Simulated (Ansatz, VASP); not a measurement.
**One calculation of Se, two programs**

Contents of INCAR:

```
PREC     = Accurate       # precision mode
ENCUT    = 520            # plane-wave cutoff, eV
EDIFF    = 1E-6           # SCF threshold, eV
ISMEAR   = -1             # smearing method
SIGMA    = 0.1            # smearing width, eV
LREAL    = F              # projectors in reciprocal space
LASPH    = T              # aspherical terms in the spheres
NELM     = 60             # most SCF steps
ALGO     = Normal         # electronic algorithm
ISIF     = 2              # what is computed and relaxed
LWAVE    = F              # write WAVECAR
LCHARG   = F              # write CHGCAR
GGA      = PS             # functional
NBANDS   = 9              # bands
```

Contents of KPOINTS:

```
Automatic mesh
0
Gamma
  13 13 13
```

File POSCAR:

```
Se
1.0
    2.7098089161      0.0000000000      0.0000000000
    0.0000000000      2.7098089161      0.0000000000
    0.0000000000      0.0000000000      2.7098089161
Se
1
Direct
    0.0000000000      0.0000000000      0.0000000000
```

Input for Ansatz:

```yaml
crystal:
  lattice:
    - [2.7098089161, 0.0, 0.0]
    - [0.0, 2.7098089161, 0.0]
    - [0.0, 0.0, 2.7098089161]
  atoms:
    - { symbol: Se, position: [0.0, 0.0, 0.0] }
hamiltonian:
  xc: pbesol
  pseudopotentials:
    kind: paw
    azcp:
      Se: "pseudopotentials/Se.paw.azcp"
basis:
  ecutwfc: 420
  fft_grid_basis: typed
kpoints:
  mp_grid: { grid: [13, 13, 13], shift: [0, 0, 0] }
magnetization:
  spin_polarized: false
scf:
  occupations: { method: fermi_dirac, width: 0.1 }
  lower_state_search: "off"
output:
  stress: true
```

Alike in both runs: task single point; functional PBEsol; k mesh 13 × 13 × 13; occupations fermi-dirac, width 0.1 eV; no spin polarisation.

|  | VASP | Ansatz |
| --- | --- | --- |
| version | VASP 6.6.1 | Ansatz 0.2.0 |
| potentials or method | VASP PAW PBE potentials, release 64 (Se), cutoff 520 eV | plane waves (420 eV) with PAW, scalar-relativistic |
| valence electrons in the cell | 6 | 16 |

Ansatz gave:

| Property | Result |
| --- | --- |
| pressure (GPa) | 8.2 |

Task: Estimate VASP's values.

Result: Pressure (GPa): 8.4.

VASP's potentials were made for PBE, not for PBEsol, and Ansatz warns of the same on its side. With one functional, cell and mesh, what is left measures potentials, basis and numerics. VASP's potentials hold 6 valence electrons a cell and Ansatz's 16, so a difference there can come from the potentials and not from the codes.
